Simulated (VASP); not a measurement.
Wanted: the native input for a VASP 6.6.1 run.

```yaml
Task: relaxation of cell and atoms
Functional: RPBE
Dispersion: D4
Potentials_or_basis: VASP PAW PBE potentials, release 64 (Te, Be)
Cutoff: 600 eV
k_mesh: 8 × 8 × 8
Occupations: fermi-dirac, width 0.05 eV
Spin: no spin polarisation
Dipole_correction: no
Further_INCAR_settings: ALGO = Normal; EDIFF = 1e-07; IBRION = 2; EDIFFG = -0.005; NSW = 80; ISIF = 3
```

The structure of BeTe lies in POSCAR:

```
BeTe
1.0
    0.0000000000      2.7700000000      2.7700000000
    2.7700000000      0.0000000000      2.7700000000
    2.7700000000      2.7700000000      0.0000000000
Te Be
1 1
Direct
    0.7500000000      0.7500000000      0.7500000000
    0.0000000000      0.0000000000      0.0000000000
```

The input as run:

INCAR

```
PREC = Accurate
ENCUT = 600
EDIFF = 1E-7
ISMEAR = -1
SIGMA = 0.05
LREAL = False
LASPH = True
NELM = 120
ALGO = Normal
ISIF = 3
LWAVE = False
LCHARG = False
GGA = RP
IVDW = 13
IBRION = 2
NSW = 80
EDIFFG = -0.005
GGA_COMPAT = False
NELMIN = 4
```

KPOINTS

```
Automatic mesh
0
Gamma
  8 8 8
```

Potentials or basis: VASP PAW PBE potentials, release 64 (Te, Be).

The run is started by

```bash
$ cat potpaw_PBE.64/Te/POTCAR potpaw_PBE.64/Be/POTCAR > POTCAR
$ mpirun -np 1 vasp_std > vasp.out
```

Results of the run:

```yaml
Relaxed_volume: 21.52 Å³/atom
Relaxed_cell: a = 3.934 Å, b = 3.934 Å, c = 3.934 Å, α = 60.00°, β = 60.00°, γ = 60.00°
Space_group_after_relaxing_to_0.1_Å: F-43m (No. 216)
Energy_gained_by_relaxing: 0.7 meV/atom
Ionic_steps: 3
Pressure_after_relaxing: 0.0 GPa
Band_gap_on_the_k_mesh: 1.97 eV (least direct gap 3.60 eV)
Dispersion_energy_per_atom: -0.638 eV
```

Caveat: the PAW data sets were made with another functional, which shifts forces and pressure a little; spin-orbit coupling is left out, which moves the levels of the heavy elements.

Wall time 12 s on 1 thread of Intel(R) Xeon(R) 6975P-C (Granite Rapids) (shared host), peak memory 0.18 GiB.
